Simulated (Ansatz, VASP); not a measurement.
# P: VASP beside Ansatz

```
P
1.0
     3.32400    0.00000    0.00000
    -1.66200    2.87867    0.00000
     0.00000    0.00000   28.00000
P
2
Direct
  0.33333 0.66667 0.50477
  0.66667 0.33333 0.49523
```

Alike in both runs: task single point; functional PBE; dispersion D3(BJ); k mesh 9 × 9 × 1; occupations gaussian, width 0.02 eV; no spin polarisation.

|  | VASP | Ansatz |
| --- | --- | --- |
| version | VASP 6.6.1 | Ansatz 0.2.0 |
| potentials or method | VASP PAW PBE potentials, release 64 (P), cutoff 520 eV | scalar-relativistic, plane waves, PAW |
| valence electrons in the cell | 10 | 10 |

```tsv
	VASP	Ansatz	Ansatz less VASP
gap on the k mesh at the Fermi level (eV)	none	none	-
rms of the force components (eV/Å)	1.193	1.207	+0.0140
```

Atom by atom the forces differ by 0.014 eV/Å (rms over components). A gap of «none» marks a metal or a gap that the smearing closes.
